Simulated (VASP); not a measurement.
Mo, 1 atom in the cell. Symmetry: P6/mmm, No. 191, hexagonal system. Conventional cell: a = 2.711 Å, b = 2.711 Å, c = 2.483 Å, α = 90.00°, β = 90.00°, γ = 120.00°. Within 3.3 Å of Mo (site symmetry 6/mmm) lie 8 Mo at 2.48 to 2.71 Å. 

- Program: VASP 6.6.1
- Task: single point
- Functional: PBEsol
- Dispersion: D3(BJ)
- Potentials or basis: VASP PAW PBE potentials, release 64 (Mo_sv)
- Cutoff: 520 eV
- k mesh: 14 × 14 × 13
- Occupations: methfessel-paxton, width 0.1 eV
- Spin: no spin polarisation
- Dipole correction: no
- Further INCAR settings: ALGO = Normal; EDIFF = 1e-06; NBANDS = 13

Potentials or basis: VASP PAW PBE potentials, release 64 (Mo_sv).

Run with:

```sh
$ cat potpaw_PBE.64/Mo_sv/POTCAR > POTCAR
$ mpirun -np 1 vasp_std > vasp.out
```

Hardware: 1 thread of Intel(R) Xeon(R) 6975P-C (Granite Rapids), on a shared host.

**Question.** How long does it take, and how much memory?

**Answer.** Run time: 9.5 s on 1 thread of Intel(R) Xeon(R) 6975P-C (Granite Rapids) (shared host), peak memory 0.15 GiB. Counts: scf iterations 12, k points 168.
